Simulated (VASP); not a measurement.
# RuF2 (R-3m) in VASP: single point with r2SCAN+U

Aim: the single point of RuF2 with r2SCAN+U.

Program: VASP 6.6.1. These are calculated values, not measurements. Logs are shortened: lines on timing, memory, paths and dates and some standing lists are left out, and cuts for length are marked.

## (1) The cell of the first run

Symmetry: R-3m, No. 166, trigonal system. The conventional cell has a = 2.953 Å, b = 2.953 Å, c = 13.393 Å, α = 90.00°, β = 90.00°, γ = 120.00°. Ru (site symmetry -3m) has 6 F at 2.02 Å within 2.7 Å. F (site symmetry 3m) has 3 Ru at 2.02 Å and 12 F at 2.77 to 2.95 Å within 3.0 Å.

## (2) Single point, r2SCAN+U, collinear spin, ferromagnetic start

File POSCAR:

```
RuF2
1.0
    1.4766179400      0.8525257600      4.4643721500
   -1.4766179400      0.8525257600      4.4643721500
    0.0000000000     -1.7050515300      4.4643721500
Ru F
1 2
Direct
    0.0000000000      0.0000000000      0.0000000000
    0.2520000000      0.2520000000      0.2520000000
    0.7480000000      0.7480000000      0.7480000000
```

File INCAR.step1:

```
PREC     = Accurate       # precision mode
ENCUT    = 770            # plane-wave cutoff, eV
ISMEAR   = 0              # smearing method
SIGMA    = 0.05           # smearing width, eV
LREAL    = False          # projectors in reciprocal space
LASPH    = True           # aspherical terms in the spheres
NELM     = 200            # most SCF steps
ISPIN    = 2              # spin polarisation
MAGMOM   = 1 0 0          # initial moments
LMAXMIX  = 4              # l up to which the mixer works
LDAU     = True           # DFT+U
LDAUTYPE = 2            
LDAUL    = 2 -1           # shell
LDAUU    = 4 0            # U, eV
LDAUJ    = 0 0          
NBANDS   = 26             # bands
GGA      = PE             # functional
ALGO     = Normal         # electronic algorithm
EDIFF    = 1E-5           # SCF threshold, eV
LWAVE    = True           # write WAVECAR
LCHARG   = False          # write CHGCAR
GGA_COMPAT= False
```

File INCAR.step2:

```
PREC     = Accurate       # precision mode
ENCUT    = 770            # plane-wave cutoff, eV
EDIFF    = 1E-6           # SCF threshold, eV
ISMEAR   = 0              # smearing method
SIGMA    = 0.05           # smearing width, eV
LREAL    = False          # projectors in reciprocal space
LASPH    = True           # aspherical terms in the spheres
NELM     = 200            # most SCF steps
ALGO     = Normal         # electronic algorithm
ISIF     = 2              # what is computed and relaxed
LWAVE    = False          # write WAVECAR
LCHARG   = True           # write CHGCAR
ISPIN    = 2              # spin polarisation
MAGMOM   = 1 0 0          # initial moments
LORBIT   = 11             # projections on sites
LMAXMIX  = 4              # l up to which the mixer works
LDAU     = True           # DFT+U
LDAUTYPE = 2            
LDAUL    = 2 -1           # shell
LDAUU    = 4 0            # U, eV
LDAUJ    = 0 0          
LDAUPRINT= 1            
METAGGA  = R2SCAN         # meta-GGA
LMIXTAU  = True         
LELF     = True           # ELF
LVHAR    = True         
NBANDS   = 26             # bands
ISTART   = 1            
GGA_COMPAT= False
```

File KPOINTS:

```
Automatic mesh
0
Gamma
  7 7 7
```

Potentials or basis: VASP PAW PBE potentials, release 64 (Ru_sv, F).

The run is started by

```sh
$ cat potpaw_PBE.64/Ru_sv/POTCAR potpaw_PBE.64/F/POTCAR > POTCAR
$ cp INCAR.step1 INCAR
$ mpirun -np 1 vasp_std > vasp.out
$ cp INCAR.step2 INCAR
$ mpirun -np 1 vasp_std > vasp.out
```

OUTCAR:

```text
PREC = Accurate
   ENCUT = 770
   EDIFF = 1E-6
   ISMEAR = 0
   LREAL = False
   LASPH = True
   NELM = 200
   ISIF = 2
   ISPIN = 2
   LORBIT = 11
   METAGGA = R2SCAN
   ISTART = 1

 ion  position               nearest neighbor table
   1  0.000  0.000  0.000-   3 2.02   2 2.02   3 2.02   3 2.02   2 2.02   2 2.02
   2  0.252  0.252  0.252-   1 2.02   1 2.02   1 2.02
   3  0.748  0.748  0.748-   1 2.02   1 2.02   1 2.02

  LATTYP: Found a trigonal (rhomboedric) cell.
 ALAT       =     4.7788931151
 COS(alpha) =     0.8090535270

  Lattice vectors:

 A1 = (   1.4766179400,   0.8525257600,   4.4643721500)
 A2 = (  -1.4766179400,   0.8525257600,   4.4643721500)
 A3 = (   0.0000000000,  -1.7050515300,   4.4643721500)

Analysis of symmetry for initial positions (statically):
=====================================================================
 Subroutine PRICEL returns:
 Original cell was already a primitive cell.

 Routine SETGRP: Setting up the symmetry group for a
 trigonal (rhombohedral) supercell.

 Subroutine GETGRP returns: Found 12 space group operations
 (whereof 12 operations were pure point group operations)
 out of a pool of 12 trial point group operations.

The static configuration has the point symmetry D_3d.

Analysis of symmetry for dynamics (positions and initial velocities):
=====================================================================
 Subroutine PRICEL returns:
 Original cell was already a primitive cell.

 Routine SETGRP: Setting up the symmetry group for a
 trigonal (rhombohedral) supercell.

 Subroutine GETGRP returns: Found 12 space group operations
 (whereof 12 operations were pure point group operations)
 out of a pool of 12 trial point group operations.

The dynamic configuration has the point symmetry D_3d.

Analysis of structural, dynamic, and magnetic symmetry:
=====================================================================
 Subroutine PRICEL returns:
 Original cell was already a primitive cell.

 Routine SETGRP: Setting up the symmetry group for a
 trigonal (rhombohedral) supercell.

 Subroutine GETGRP returns: Found 12 space group operations
 (whereof 12 operations were pure point group operations)
 out of a pool of 12 trial point group operations.

The overall configuration has the point symmetry D_3d.

 Subroutine INISYM returns: Found 12 space group operations
 (whereof 12 operations are pure point group operations),
 and found     1 'primitive' translations

----------------------------------------------------------------------------------------

                                     Primitive cell

  volume of cell :      33.7200

  direct lattice vectors                    reciprocal lattice vectors
     1.476617940  0.852525760  4.464372150     0.338611625  0.195497513  0.074665221
    -1.476617940  0.852525760  4.464372150    -0.338611625  0.195497513  0.074665221
     0.000000000 -1.705051530  4.464372150     0.000000000 -0.390995026  0.074665221

  length of vectors
     4.778893115  4.778893115  4.778893116     0.398060304  0.398060304  0.398060304

  position of ions in fractional coordinates (direct lattice)
     0.000000000  0.000000000  0.000000000
     0.252000000  0.252000000  0.252000000
     0.748000000  0.748000000  0.748000000

  ion indices of the primitive-cell ions
   primitive index   ion index
                 1           1
                 2           2
                 3           3

----------------------------------------------------------------------------------------

 KPOINTS: Automatic mesh

Automatic generation of k-mesh.
 Grid dimensions read from file:
 generate k-points for:    7    7    7
[... 63 lines left out ...]
   NELM   =    200;   NELMIN=  2; NELMDL=  0     # of ELM steps
   EDIFF  = 0.1E-05   stopping-criterion for ELM
   LREAL  =      F    real-space projection
[... 7 lines left out ...]
   TEBEG  =    0.0;   TEEND  =   0.0 temperature during run
   PSTRESS=    0.0 pullay stress
   NELECT =      30.0000    total number of electrons
   NUPDOWN=      -1.0000    fix difference up-down
   EMIN   =  10.00;   EMAX   =-10.00  energy-range for DOS
   EFERMI =   0.00;   METHOD = LEGACY
   ISMEAR =     0;   SIGMA  =   0.05  broadening in eV -4-tet -1-fermi 0-gaus
   EFERMI_NEDOS =   21; number of points for ismear=-14 and -15
   IALGO  =     38    algorithm
   IMIX   =      4    mixing-type and parameters
     AMIX     =   0.40;   BMIX     =  1.00
     AMIX_MAG =   1.60;   BMIX_MAG =  1.00
  volume/ion in A,a.u.               =      11.24        75.85
  Fermi-wavevector in a.u.,A,eV,Ry     =   1.574537  2.975443 33.731103  2.479166
  Thomas-Fermi vector in A             =   2.675656
   LORBIT       =     11    0 simple, 1 ext, 2 COOP (PROOUT), +10 PAW based schemes
 LDA+U is selected, type is set to LDAUTYPE =  2
   angular momentum for each species LDAUL =     2   -1
   U (eV)           for each species LDAUU =   4.0  0.0
   J (eV)           for each species LDAUJ =   0.0  0.0
   METAGGA = R2SCAN    functional components
   LHFCALC =     F    Hartree Fock is set to
   AEXX    =    0.0000 exact exchange contribution
   IVDW    =     0    specifies the selected vdW correction
   LEPSILON=     F    determine dielectric tensor
   LRPA    =     F    only Hartree local field effects (RPA)
 spin polarized calculation
 Gauss-broadening in eV      SIGMA  =   0.05
  energy-cutoff  :      770.00
  volume of cell :       33.72
 maximum number of plane-waves:      1659
 NGX is ok and might be reduce to    48
   NGX = 21   NGY = 21   NGZ = 21

atom =   1  type =  1  l = 2

 onsite density matrix

spin component  1

  0.6103  0.0000  0.0000 -0.3423  0.0000
  0.0000  0.3691 -0.0000 -0.0000 -0.3423
  0.0000 -0.0000  0.8579  0.0000 -0.0000
 -0.3423 -0.0000  0.0000  0.3691  0.0000
  0.0000 -0.3423 -0.0000  0.0000  0.6103

spin component  2

  0.6103  0.0000  0.0000 -0.3423  0.0000
  0.0000  0.3691 -0.0000 -0.0000 -0.3423
  0.0000 -0.0000  0.8579  0.0000 -0.0000
 -0.3423 -0.0000  0.0000  0.3691  0.0000
  0.0000 -0.3423 -0.0000  0.0000  0.6103

 occupancies and eigenvectors

  o =  0.1268  v =  0.0000  0.8162  0.0000  0.0000  0.5778  0.0000  0.0000  0.0000  0.0000  0.0000      0.0000  0.0000  0.0000  0.0000  0.0000  0.0000  0.0000  0.0000  0.0000  0.0000
  o =  0.1268  v = -0.5778  0.0000  0.0000 -0.8162  0.0000  0.0000  0.0000  0.0000  0.0000  0.0000      0.0000  0.0000  0.0000  0.0000  0.0000  0.0000  0.0000  0.0000  0.0000  0.0000
  o =  0.1268  v =  0.0000  0.0000  0.0000  0.0000  0.0000  0.0000  0.8162  0.0000  0.0000  0.5778      0.0000  0.0000  0.0000  0.0000  0.0000  0.0000  0.0000  0.0000  0.0000  0.0000
  o =  0.1268  v =  0.0000  0.0000  0.0000  0.0000  0.0000 -0.5778  0.0000  0.0000 -0.8162  0.0000      0.0000  0.0000  0.0000  0.0000  0.0000  0.0000  0.0000  0.0000  0.0000  0.0000
  o =  0.8527  v =  0.0000 -0.5778  0.0000  0.0000  0.8162  0.0000  0.0000  0.0000  0.0000  0.0000      0.0000  0.0000  0.0000  0.0000  0.0000  0.0000  0.0000  0.0000  0.0000  0.0000
  o =  0.8527  v = -0.8162  0.0000 -0.0000  0.5778 -0.0000  0.0000  0.0000  0.0000  0.0000  0.0000      0.0000  0.0000  0.0000  0.0000  0.0000  0.0000  0.0000  0.0000  0.0000  0.0000
  o =  0.8527  v =  0.0000  0.0000  0.0000  0.0000  0.0000  0.0000 -0.5778  0.0000  0.0000  0.8162      0.0000  0.0000  0.0000  0.0000  0.0000  0.0000  0.0000  0.0000  0.0000  0.0000
  o =  0.8527  v =  0.0000  0.0000  0.0000  0.0000  0.0000 -0.8162  0.0000 -0.0000  0.5778 -0.0000      0.0000  0.0000  0.0000  0.0000  0.0000  0.0000  0.0000  0.0000  0.0000  0.0000
  o =  0.8579  v =  0.0000  0.0000  0.0000  0.0000  0.0000  0.0000 -0.0000 -1.0000  0.0000  0.0000      0.0000  0.0000  0.0000  0.0000  0.0000  0.0000  0.0000  0.0000  0.0000  0.0000
  o =  0.8579  v =  0.0000 -0.0000 -1.0000  0.0000  0.0000  0.0000  0.0000  0.0000  0.0000  0.0000      0.0000  0.0000  0.0000  0.0000  0.0000  0.0000  0.0000  0.0000  0.0000  0.0000

 number of electron      29.9999998 magnetization      -0.0000000

 Free energy of the ion-electron system (eV)
  ---------------------------------------------------
  ext. energy  EPLUGINS =         0.00000000
  ---------------------------------------------------
  free energy    TOTEN  =       -32.12322232 eV

  energy without entropy =      -32.12322232  energy(sigma->0) =      -32.12322232

 E-fermi :   6.4419     XC(G=0): -11.9637

 val. band max:        6.1357589623   @ k =  -0.1429   0.2857   0.1429
 cond. band min:       9.8163451076   @ k =   0.0000   0.0000   0.0000
 fundamental gap:      3.6805861453
 Fermi energy:         6.4419440096

 spin component 1

 k-point     1 :       0.0000    0.0000    0.0000
  band No.  band energies     occupation
      1     -67.2581      1.00000
      2     -36.5707      1.00000
      3     -36.4776      1.00000
      4     -36.4776      1.00000
      5     -20.5292      1.00000
      6     -19.5991      1.00000
[... 1385 lines left out ...]
     25      29.0741      0.00000
     26      31.1375      0.00000

 [... further k-points ...]

------------------------ aborting loop because EDIFF is reached ----------------------------------------

  FORCE on cell =-STRESS in cart. coord.  units (eV):
  Direction    XX          YY          ZZ          XY          YZ          ZX
  --------------------------------------------------------------------------------------
  -------------------------------------------------------------------------------------
  Total        8.0793387      8.0793387      4.0413968      0.0000000     -0.0000000      0.0000000
  in kB      383.8831993    383.8831977    192.0236784      0.0000000     -0.0000001      0.0000000
  external PRESSURE =     319.9300251 kB  Pullay stress =       0.0000000 kB

 VOLUME and BASIS-vectors are now :
 -----------------------------------------------------------------------------
  energy-cutoff  :      770.00
  volume of cell :       33.72
      direct lattice vectors                 reciprocal lattice vectors
     1.476617940  0.852525760  4.464372150     0.338611625  0.195497513  0.074665221
    -1.476617940  0.852525760  4.464372150    -0.338611625  0.195497513  0.074665221
     0.000000000 -1.705051530  4.464372150     0.000000000 -0.390995026  0.074665221

 POSITION                                       TOTAL-FORCE (eV/Angst)
 -----------------------------------------------------------------------------------
      0.00000      0.00000      0.00000         0.000000      0.000000      0.000000
      0.00000     -0.00000      3.37507         0.000000      0.000000     -1.745814
      0.00000     -0.00000     10.01805         0.000000     -0.000000      1.745814
 -----------------------------------------------------------------------------------
    total drift:                               -0.000000      0.000000     -0.000000

  FREE ENERGIE OF THE ION-ELECTRON SYSTEM (eV)
  ---------------------------------------------------
  free  energy   TOTEN  =       -32.1232223205 eV

  energy  without entropy=      -32.1232223205  energy(sigma->0) =      -32.12322232

 total charge

# of ion       s       p       d       tot
------------------------------------------
    1        2.098   6.039   5.581  13.718
    2        1.736   4.430   0.000   6.166
    3        1.736   4.430   0.000   6.166
--------------------------------------------------
tot          5.571  14.898   5.581  26.050

 magnetization (x)

# of ion       s       p       d       tot
------------------------------------------
    1       -0.000  -0.000  -0.000  -0.000
    2       -0.000   0.000   0.000   0.000
    3       -0.000   0.000   0.000   0.000
--------------------------------------------------
tot         -0.000   0.000  -0.000  -0.000
```

Run time: 11 min. Hardware: 1 thread of Intel Xeon Platinum 8488C (Sapphire Rapids), shared host; peak memory 0.51 GiB.

Results:

| Item | Value |
| --- | --- |
| Free energy | -32.1232 eV |
| Pressure | 32.0 GPa |
| Largest force | 1.746 eV/Å |
| Band gap on the k mesh | 3.68 eV (least direct gap 4.06 eV) |
| Net moment | 0.00 μB per cell |
| Valence electrons inside the program's atomic spheres | Ru 13.72; F 6.17 |

Forces in eV/Å, atoms in the order of the input:
```
Ru   0.000  0.000  0.000
F    0.000  0.000 -1.746
F    0.000  0.000  1.746
```

Stress tensor (GPa, compression positive):
```
38.39  0.00  0.00
 0.00 38.39  0.00
 0.00  0.00 19.20
```

Levels at points of the mesh, in eV from the valence-band top:
Spin up:
| k point | band 13 | band 14 | band 15 | band 16 | band 17 | band 18 |
| --- | --- | --- | --- | --- | --- | --- |
| (0.00, 0.00, 0.00) | -1.40 | -1.40 | -0.38 | 3.68 | 4.50 | 4.50 |
Spin down:
| k point | band 11 | band 12 | band 13 | band 14 | band 15 | band 16 | band 17 | band 18 | band 19 | band 20 |
| --- | --- | --- | --- | --- | --- | --- | --- | --- | --- | --- |
| (0.00, 0.00, 0.00) | -5.53 | -5.14 | -1.40 | -1.40 | -0.38 | 3.68 | 4.50 | 4.50 | 9.37 | 13.90 |

Eigenvalues of the final occupation matrices:
```tsv
site	spin	trace	eigenvalues
site 1 d	1	2.82	0.13 0.13 0.85 0.85 0.86
site 1 d	2	2.82	0.13 0.13 0.85 0.85 0.86
```

Caveat: the stress differs along the axes, from 19 to 38 GPa; the PAW data sets were made with another functional, which shifts forces and pressure a little.
